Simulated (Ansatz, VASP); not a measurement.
Pd in VASP and in Ansatz

INCAR

```
ALGO = Fast
EDIFF = 1E-6
ENCUT = 520
GGA = PS
ISIF = 2
ISMEAR = 0
LASPH = T
LCHARG = T
LELF = T
LREAL = F
LVHAR = T
LWAVE = F
NBANDS = 11
NELM = 60
PREC = Accurate
SIGMA = 0.15
```

Contents of KPOINTS:

```
k-points
0
Gamma
  22 22 22
```

POSCAR

```
Pd
1.0
   -1.6312415375      1.6312415375      1.5722810000
    1.6312415375     -1.6312415375      1.5722810000
    1.5133204625      1.5133204625     -1.5722810000
Pd
1
Direct
    0.0000000000      0.0000000000      0.0000000000
```

Input for Ansatz:

```yaml
crystal:
  lattice:
    - [-1.6312415375, 1.6312415375, 1.572281]
    - [1.6312415375, -1.6312415375, 1.572281]
    - [1.5133204625, 1.5133204625, -1.572281]
  atoms:
    - { symbol: Pd, position: [0.0, 0.0, 0.0] }
basis:
  ecutwfc: 420
kpoints:
  mp_grid: { grid: [22, 22, 22] }
hamiltonian:
  xc: pbesol
scf:
  occupations: { method: gaussian, width: 0.15 }
output:
  forces: true
  stress: true
  eigenvalues: true
```

Change from the starting cell: strain -0.0750 x Voigt [0, 0, 0, 0, 0, 1], atoms carried along.

Alike in both runs: task single point; functional PBEsol; k mesh 22 × 22 × 22; occupations gaussian, width 0.15 eV; no spin polarisation.

|  | VASP | Ansatz |
| --- | --- | --- |
| version | VASP 6.6.1 | Ansatz 0.2.0 |
| potentials or method | VASP PAW PBE potentials, release 64 (Pd), cutoff 520 eV | scalar-relativistic, plane waves, PAW |
| valence electrons in the cell | 10 | 18 |

|  | VASP | Ansatz | Ansatz less VASP |
| --- | --- | --- | --- |
| gap on the k mesh at the Fermi level (eV) | none | none | - |
| pressure (GPa) | -8.9 | -8.7 | +0.26 |
| traceless stress, the component that is largest in VASP (GPa) | 6.76 | 6.84 | +0.079 |

VASP's potentials were made for PBE, not for PBEsol. A gap of «none» marks a metal or a gap that the smearing closes. VASP's potentials hold 10 valence electrons a cell and Ansatz's 18, so a difference there can come from the potentials and not from the codes.
